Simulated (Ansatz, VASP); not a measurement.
# Two plane-wave programs on MgO

The input POSCAR:

```
MgO
1.0
    0.0000000000      2.1351500000      2.1351500000
    2.1351500000      0.0000000000      2.1351500000
    2.1351500000      2.1351500000      0.0000000000
Mg O
1 1
Direct
    0.0000000000      0.0000000000      0.0000000000
    0.4853640259      0.4853640259      0.5146359741
```

The input INCAR.step1:

```
SYSTEM = MgO
PREC = Accurate
ENCUT = 660
ISMEAR = 0
SIGMA = 0.05
LREAL = .False.
LASPH = .True.
NELM = 120
NBANDS = 15
GGA = PE
ALGO = Normal
EDIFF = 1E-5
LWAVE = .True.
LCHARG = .False.
GGA_COMPAT = .False.
```

File INCAR.step2:

```
SYSTEM = MgO
PREC = Accurate
ENCUT = 660
EDIFF = 1E-6
ISMEAR = 0
SIGMA = 0.05
LREAL = .False.
LASPH = .True.
NELM = 120
ALGO = Normal
ISIF = 2
LWAVE = .False.
LCHARG = .False.
METAGGA = R2SCAN
LMIXTAU = .True.
NBANDS = 15
ISTART = 1
GGA_COMPAT = .False.
```

The input KPOINTS:

```
regular mesh
0
Gamma
  10 10 10
  0 0 0
```

Input for Ansatz:

```yaml
crystal:
  lattice:
    - [0.0, 2.13515, 2.13515]
    - [2.13515, 0.0, 2.13515]
    - [2.13515, 2.13515, 0.0]
  atoms:
    - { symbol: Mg, position: [0.0, 0.0, 0.0] }
    - { symbol: O, position: [0.4853640259, 0.4853640259, 0.5146359741] }
basis:
  ecutwfc: 500
kpoints:
  mp_grid: { grid: [10, 10, 10] }
hamiltonian:
  xc: r2scan
scf:
  occupations: { method: gaussian, width: 0.05 }
output:
  forces: true
  stress: true
  eigenvalues: true
```

Change from the starting cell: all O atoms moved +0.062 Å, as atom 2 towards its neighbour atom 1 (Mg) at 2.135 Å.

Alike in both runs: task single point; functional r2SCAN; k mesh 10 × 10 × 10; occupations gaussian, width 0.05 eV; no spin polarisation.

|  | VASP | Ansatz |
| --- | --- | --- |
| version | VASP 6.6.1 | Ansatz 0.2.0 |
| potentials or method | VASP PAW PBE potentials, release 64 (Mg_sv, O), cutoff 660 eV | scalar-relativistic, plane waves, PAW |
| valence electrons in the cell | 16 | 16 |

|  | VASP | Ansatz | Ansatz less VASP |
| --- | --- | --- | --- |
| gap on the k mesh at the Fermi level (eV) | 5.25 | 5.22 | -0.030 |
| least direct gap on the mesh (eV) | 5.25 | 5.22 | -0.030 |
| pressure (GPa) | -6.9 | -6.7 | +0.14 |
| traceless stress, the component that is largest in VASP (GPa) | 0.80 | 0.80 | -0.005 |
| rms of the force components (eV/Å) | 0.171 | 0.166 | -0.0049 |

VASP's potentials were made for PBE, not for r2SCAN. Atom by atom the forces differ by 0.005 eV/Å (rms over components). With one functional, cell and mesh, what is left measures potentials, basis and numerics.
